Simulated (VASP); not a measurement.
# NaCl (Fm-3m) in VASP: a series of runs

The runs below take NaCl through single point, relaxation of cell and atoms, with PBE+D3(BJ).

Everything below comes from runs of VASP 6.6.1. Logs are shortened: lines on timing, memory, paths and dates and some standing lists are left out, and cuts for length are marked.

### 1 The cell of the first run

The structure is cubic, space group Fm-3m (No. 225). The conventional cell has a = 5.578 Å, b = 5.578 Å, c = 5.578 Å, α = 90.00°, β = 90.00°, γ = 90.00°. Within 3.7 Å of Na (site symmetry m-3m) lie 6 Cl at 2.79 Å. Cl (site symmetry m-3m) has 6 Na at 2.79 Å within 3.7 Å.

### 2 Single point, PBE+D3(BJ)

INCAR

```
SYSTEM = NaCl
PREC     = Accurate       ! precision mode
ENCUT    = 520            ! plane-wave cutoff, eV
EDIFF    = 1E-7           ! SCF threshold, eV
ISMEAR   = 0              ! smearing method
SIGMA    = 0.02           ! smearing width, eV
LREAL    = .FALSE.        ! projectors in reciprocal space
LASPH    = .TRUE.         ! aspherical terms in the spheres
NELM     = 60             ! most SCF steps
ALGO     = Normal         ! electronic algorithm
ISIF     = 2              ! what is computed and relaxed
LWAVE    = .FALSE.        ! write WAVECAR
LCHARG   = .FALSE.        ! write CHGCAR
GGA      = PE             ! functional
IVDW     = 12             ! dispersion correction
NBANDS   = 14             ! bands
```

KPOINTS

```
Automatic mesh
0
G
  8 8 8
  0 0 0
```

POSCAR

```
NaCl
1.0
    0.0000000000      2.7889071906      2.7889071906
    2.7889071906      0.0000000000      2.7889071906
    2.7889071906      2.7889071906      0.0000000000
Na Cl
1 1
Direct
    0.0000000000      0.0000000000      0.0000000000
    0.5000000000      0.5000000000      0.5000000000
```

Potentials or basis: VASP PAW PBE potentials, release 64 (Na_pv, Cl).

Launch:

```console
$ cat potpaw_PBE.64/Na_pv/POTCAR potpaw_PBE.64/Cl/POTCAR > POTCAR
$ mpirun -np 1 vasp_std > vasp.out
```

OUTCAR:

```text
SYSTEM = NaCl
   PREC = Accurate
   ENCUT = 520
   EDIFF = 1E-7
   ISMEAR = 0
   LREAL = .FALSE.
   LASPH = .TRUE.
   NELM = 60
   ISIF = 2
   GGA = PE
   IVDW = 12
 IVDW          = 12

 ion  position               nearest neighbor table
   1  0.000  0.000  0.000-
   2  0.500  0.500  0.500-

  LATTYP: Found a face centered cubic cell.
 ALAT       =     5.5778143812

  Lattice vectors:

 A1 = (   0.0000000000,   2.7889071906,   2.7889071906)
 A2 = (   2.7889071906,   0.0000000000,   2.7889071906)
 A3 = (   2.7889071906,   2.7889071906,   0.0000000000)

Analysis of symmetry for initial positions (statically):
=====================================================================
 Subroutine PRICEL returns:
 Original cell was already a primitive cell.

 Routine SETGRP: Setting up the symmetry group for a
 face centered cubic supercell.

 Subroutine GETGRP returns: Found 48 space group operations
 (whereof 48 operations were pure point group operations)
 out of a pool of 48 trial point group operations.

The static configuration has the point symmetry O_h .

Analysis of symmetry for dynamics (positions and initial velocities):
=====================================================================
 Subroutine PRICEL returns:
 Original cell was already a primitive cell.

 Routine SETGRP: Setting up the symmetry group for a
 face centered cubic supercell.

 Subroutine GETGRP returns: Found 48 space group operations
 (whereof 48 operations were pure point group operations)
 out of a pool of 48 trial point group operations.

The dynamic configuration has the point symmetry O_h .

 Subroutine INISYM returns: Found 48 space group operations
 (whereof 48 operations are pure point group operations),
 and found     1 'primitive' translations

----------------------------------------------------------------------------------------

                                     Primitive cell

  volume of cell :      43.3843

  direct lattice vectors                    reciprocal lattice vectors
     0.000000000  2.788907191  2.788907191    -0.179281692  0.179281692  0.179281692
     2.788907191  0.000000000  2.788907191     0.179281692 -0.179281692  0.179281692
     2.788907191  2.788907191  0.000000000     0.179281692  0.179281692 -0.179281692

  length of vectors
     3.944110373  3.944110373  3.944110373     0.310524999  0.310524999  0.310524999

  position of ions in fractional coordinates (direct lattice)
     0.000000000  0.000000000  0.000000000
     0.500000000  0.500000000  0.500000000

  ion indices of the primitive-cell ions
   primitive index   ion index
                 1           1
                 2           2

----------------------------------------------------------------------------------------

 KPOINTS: Automatic mesh

Automatic generation of k-mesh.
 Grid dimensions read from file:
 generate k-points for:    8    8    8

 Generating k-lattice:

  Cartesian coordinates                     Fractional coordinates (reciprocal lattice)
    -0.022410212  0.022410212  0.022410212     0.125000000  0.000000000  0.000000000
     0.022410212 -0.022410212  0.022410212     0.000000000  0.125000000  0.000000000
     0.022410212  0.022410212 -0.022410212     0.000000000  0.000000000  0.125000000

  Length of vectors
     0.038815625  0.038815625  0.038815625

  Shift w.r.t. Gamma in fractional coordinates (k-lattice)
     0.000000000  0.000000000  0.000000000

 Subroutine IBZKPT returns following result:
 ===========================================

 Found     29 irreducible k-points:

 Following reciprocal coordinates:
            Coordinates               Weight
  0.000000  0.000000  0.000000      1.000000
  0.125000  0.000000  0.000000      8.000000
  0.250000  0.000000  0.000000      8.000000
  0.375000  0.000000  0.000000      8.000000
  0.500000  0.000000  0.000000      4.000000
  0.125000  0.125000  0.000000      6.000000
[... 16 lines left out ...]
  0.500000  0.250000  0.125000     48.000000
 -0.375000  0.250000  0.125000     24.000000
 [... further k-points ...]
   k-points           NKPTS =     29   k-points in BZ     NKDIM =     29   number of bands    NBANDS=     14
   number of dos      NEDOS =    301   number of ions     NIONS =      2
   total plane-waves  NPLWV =  27000
   dimension x,y,z NGX =    30 NGY =   30 NGZ =   30
   dimension x,y,z NGXF=    60 NGYF=   60 NGZF=   60
   ions per type =               1   1
   NGX,Y,Z   is equivalent  to a cutoff of  12.65, 12.65, 12.65 a.u.
   NGXF,Y,Z  is equivalent  to a cutoff of  25.29, 25.29, 25.29 a.u.
 SYSTEM =  NaCl
   PREC   = accura    normal or accurate (medium, high low for compatibility)
   ISTART =      0    job   : 0-new  1-cont  2-samecut
   ICHARG =      2    charge: 1-file 2-atom 10-const
   ISPIN  =      1    spin polarized calculation?
   LNONCOLLINEAR =      F non collinear calculations
   LSORBIT =      F    spin-orbit coupling
   LASPH  =      T    aspherical Exc in radial PAW
   ENCUT  =  520.0 eV  38.22 Ry    6.18 a.u.   7.33  7.33  7.33*2*pi/ulx,y,z
   NELM   =     60;   NELMIN=  2; NELMDL= -5     # of ELM steps
   EDIFF  = 0.1E-06   stopping-criterion for ELM
   LREAL  =      F    real-space projection
   EDIFFG = 0.1E-05   stopping-criterion for IOM
   NSW    =      0    number of steps for IOM
   IBRION =     -1    ionic relax: 0-MD 1-quasi-New 2-CG
   NFREE  =      0    steps in history (QN), initial steepest desc. (CG)
   ISIF   =      2    stress and relaxation
   ISYM   =      2    0-nonsym 1-usesym 2-fastsym
   POTIM  = 0.5000    time-step for ionic-motion
   TEBEG  =    0.0;   TEEND  =   0.0 temperature during run
   PSTRESS=    0.0 pullay stress
   NELECT =      14.0000    total number of electrons
   NUPDOWN=      -1.0000    fix difference up-down
   EMIN   =  10.00;   EMAX   =-10.00  energy-range for DOS
   EFERMI =   0.00;   METHOD = LEGACY
   ISMEAR =     0;   SIGMA  =   0.02  broadening in eV -4-tet -1-fermi 0-gaus
   EFERMI_NEDOS =   21; number of points for ismear=-14 and -15
   IALGO  =     38    algorithm
   IMIX   =      4    mixing-type and parameters
     AMIX     =   0.40;   BMIX     =  1.00
     AMIX_MAG =   1.60;   BMIX_MAG =  1.00
  volume/ion in A,a.u.               =      21.69       146.39
  Fermi-wavevector in a.u.,A,eV,Ry     =   1.122898  2.121969 17.155570  1.260899
  Thomas-Fermi vector in A             =   2.259560
   LORBIT       =      0    0 simple, 1 ext, 2 COOP (PROOUT), +10 PAW based schemes
   GGA     = PE    functional components
   LHFCALC =     F    Hartree Fock is set to
   AEXX    =    0.0000 exact exchange contribution
   IVDW    =    12    specifies the selected vdW correction
   LEPSILON=     F    determine dielectric tensor
   LRPA    =     F    only Hartree local field effects (RPA)
 non-spin polarized calculation
 Gauss-broadening in eV      SIGMA  =   0.02
  energy-cutoff  :      520.00
  volume of cell :       43.38
 maximum number of plane-waves:      1211
 NGX is ok and might be reduce to    30
   NGX = 15   NGY = 15   NGZ = 15

 number of electron      14.0000008 magnetization

 Free energy of the ion-electron system (eV)
  ---------------------------------------------------
  ext. energy  EPLUGINS =         0.00000000
  ---------------------------------------------------
  free energy    TOTEN  =        -6.76331897 eV

  energy without entropy =       -6.76331897  energy(sigma->0) =       -6.76331897

 E-fermi :  -0.3761     XC(G=0):  -8.3092

 val. band max:       -0.5350244601   @ k =   0.0000   0.0000   0.0000
 cond. band min:       4.7039457456   @ k =   0.0000   0.0000   0.0000
 fundamental gap:      5.2389702058
 Fermi energy:        -0.3761257616

 k-point     1 :       0.0000    0.0000    0.0000
  band No.  band energies     occupation
      1     -21.2909      2.00000
      2     -21.2909      2.00000
      3     -21.2909      2.00000
      4     -13.2710      2.00000
      5      -0.5350      2.00000
      6      -0.5350      2.00000
      7      -0.5350      2.00000
      8       4.7039      0.00000
      9      10.6184      0.00000
     10      10.6184      0.00000
     11      10.6184      0.00000
     12      12.8229      0.00000
     13      12.8229      0.00000
     14      14.4857      0.00000

 k-point     2 :       0.1250    0.0000    0.0000
  band No.  band energies     occupation
      1     -21.2960      2.00000
      2     -21.2912      2.00000
      3     -21.2912      2.00000
      4     -13.2193      2.00000
      5      -0.9226      2.00000
      6      -0.5787      2.00000
      7      -0.5787      2.00000
      8       5.2132      0.00000
      9      10.0821      0.00000
     10      10.8193      0.00000
     11      10.8193      0.00000
     12      12.5734      0.00000
     13      12.5734      0.00000
     14      15.4399      0.00000

 k-point     3 :       0.2500    0.0000    0.0000
  band No.  band energies     occupation
      1     -21.3081      2.00000
      2     -21.2921      2.00000
      3     -21.2921      2.00000
      4     -13.0907      2.00000
      5      -1.6880      2.00000
      6      -0.6807      2.00000
      7      -0.6807      2.00000
      8       6.1907      0.00000
      9       9.5619      0.00000
     10      10.9306      0.00000
     11      10.9306      0.00000
     12      12.8008      0.00000
     13      12.8008      0.00000
     14      15.3491      0.00000
[... 324 lines left out ...]
 k-point    23 :       0.5000    0.2500    0.1250
  band No.  band energies     occupation
      1     -21.3157      2.00000
      2     -21.2997      2.00000
      3     -21.2949      2.00000
      4     -12.9071      2.00000
      5      -2.1502      2.00000
      6      -1.2595      2.00000
      7      -0.9163      2.00000
      8       7.7601      0.00000
      9       9.1539      0.00000
     10       9.5021      0.00000
     11      11.5084      0.00000
     12      13.3371      0.00000
     13      15.7863      0.00000
     14      16.1661      0.00000

 k-point    24 :      -0.3750    0.2500    0.1250
  band No.  band energies     occupation
      1     -21.3183      2.00000
      2     -21.3002      2.00000
      3     -21.2958      2.00000
      4     -12.8647      2.00000
      5      -2.2737      2.00000
      6      -1.3418      2.00000
      7      -0.9723      2.00000
      8       7.8811      0.00000
      9       9.1480      0.00000
     10       9.8675      0.00000
     11      11.3209      0.00000
     12      13.9892      0.00000
     13      15.2990      0.00000
     14      16.2995      0.00000

 [... further k-points ...]

------------------------ aborting loop because EDIFF is reached ----------------------------------------

 Edisp (eV)   -0.44413

 E8    (eV) :    -0.1857

  FORCE on cell =-STRESS in cart. coord.  units (eV):
  Direction    XX          YY          ZZ          XY          YZ          ZX
  --------------------------------------------------------------------------------------
  -------------------------------------------------------------------------------------
  Total      -0.00585    -0.00585    -0.00585    -0.00000     0.00000     0.00000
  in kB      -0.21605    -0.21605    -0.21605    -0.00000     0.00000     0.00000
  external pressure =       -0.22 kB  Pullay stress =        0.00 kB

 VOLUME and BASIS-vectors are now :
 -----------------------------------------------------------------------------
  energy-cutoff  :      520.00
  volume of cell :       43.38
      direct lattice vectors                 reciprocal lattice vectors
     0.000000000  2.788907191  2.788907191    -0.179281692  0.179281692  0.179281692
     2.788907191  0.000000000  2.788907191     0.179281692 -0.179281692  0.179281692
     2.788907191  2.788907191  0.000000000     0.179281692  0.179281692 -0.179281692

 POSITION                                       TOTAL-FORCE (eV/Angst)
 -----------------------------------------------------------------------------------
      0.00000      0.00000      0.00000        -0.000000      0.000000     -0.000000
      2.78891      2.78891      2.78891         0.000000      0.000000      0.000000
 -----------------------------------------------------------------------------------
    total drift:                               -0.000000      0.000000      0.000000

  FREE ENERGIE OF THE ION-ELECTRON SYSTEM (eV)
  ---------------------------------------------------
  free  energy   TOTEN  =        -7.2074527539 eV

  energy  without entropy=       -7.2074527539  energy(sigma->0) =       -7.20745275
```

Run time: 43 s. Hardware: 1 thread of Intel Xeon Platinum 8259CL at 2.50GHz (Skylake/Cascade Lake), shared host; peak memory 0.17 GiB.

Results:

```
Free energy                : -7.2075 eV
Pressure                   : 0.0 GPa
Band gap on the k mesh     : 5.24 eV, direct
Dispersion energy per atom : -0.222 eV
```

Levels at points of the mesh, in eV from the valence-band top:
```
           k point  band 5  band 6  band 7  band 8  band 9  band 10
(0.00, 0.00, 0.00)    0.00    0.00    0.00    5.24   11.15    11.15
(0.50, 0.00, 0.00)   -2.03   -0.28   -0.28    7.33   10.90    11.05
(0.50, 0.50, 0.00)   -1.75   -0.63   -0.63    7.63    8.05    11.56
```

A hybrid or GW would open this gap; PBE tends to underestimate it.

### 3 Relaxation of cell and atoms, PBE+D3(BJ)

This run uses another cell than the first one, of 23.08 Å³/atom, 1.064 times its volume.

INCAR

```
SYSTEM = NaCl
  ALGO = Normal
  EDIFF = 1E-6
  EDIFFG = -0.005
  ENCUT = 600
  GGA = PE
  IBRION = 2
  ISIF = 3
  ISMEAR = 0
  IVDW = 12
  LASPH = .True.
  LCHARG = .False.
  LREAL = .False.
  LWAVE = .False.
  NELM = 60
  NSW = 70
  PREC = Accurate
  SIGMA = 0.02
```

KPOINTS

```
k-points
0
Gamma
  8 8 8
  0 0 0
```

POSCAR

```
NaCl
1.0
    0.0000000000      2.8470933557      2.8470933557
    2.8470933557      0.0000000000      2.8470933557
    2.8470933557      2.8470933557      0.0000000000
Na Cl
1 1
Direct
    0.0000000000      0.0000000000      0.0000000000
    0.5000000000      0.5000000000      0.5000000000
```

Potentials or basis: VASP PAW PBE potentials, release 64 (Na_pv, Cl).

Launch:

```console
$ cat potpaw_PBE.64/Na_pv/POTCAR potpaw_PBE.64/Cl/POTCAR > POTCAR
$ mpirun -np 1 vasp_std > vasp.out
```

Wall time 65 s (1 thread of Intel Xeon Platinum 8259CL at 2.50GHz (Skylake/Cascade Lake), shared host); peak memory 0.19 GiB.

It converged, with:

```yaml
Free_energy: -7.2080 eV
Relaxed_volume: 21.72 Å³/atom
Relaxed_cell: a = 3.946 Å, b = 3.946 Å, c = 3.946 Å, α = 60.00°, β = 60.00°, γ = 60.00°
Space_group_after_relaxing_to_0.05_Å: Fm-3m (No. 225)
Energy_gained_by_relaxing: 6.7 meV/atom
Ionic_steps: 4
Pressure_after_relaxing: 0.0 GPa
Band_gap_on_the_k_mesh: 5.23 eV, direct
Dispersion_energy_per_atom: -0.222 eV
```

The path:
```tsv
step	energy change (eV)	largest force (eV/Å)	pressure (GPa)	volume (Å³)
1	0.0000	0.0000	-1.48	46.16
2	-0.0101	0.0000	-0.77	44.74
3	-0.0133	0.0000	-0.14	43.66
4	-0.0135	0.0000	0.03	43.44
```

Final structure:
```yaml
crystal:
  lattice:
    - [0.00000, 2.79005, 2.79005]
    - [2.79005, 0.00000, 2.79005]
    - [2.79005, 2.79005, 0.00000]
  atoms:
    - { symbol: Na, position: [0.00000, 0.00000, 0.00000] }
    - { symbol: Cl, position: [0.50000, 0.50000, 0.50000] }
```

Levels at points of the mesh, in eV from the valence-band top:
```
           k point  band 4  band 5  band 6  band 7  band 8  band 9  band 10  band 11
(0.00, 0.00, 0.00)  -12.73    0.00    0.00    0.00    5.23   11.15    11.15    11.15
(0.50, 0.00, 0.00)  -12.36   -2.02   -0.28   -0.28    7.33   10.89    11.05    11.05
(0.50, 0.50, 0.00)  -12.31   -1.74   -0.63   -0.63    7.63    8.05    11.55    15.07
```

As with any semilocal functional, this PBE gap is likely too small.
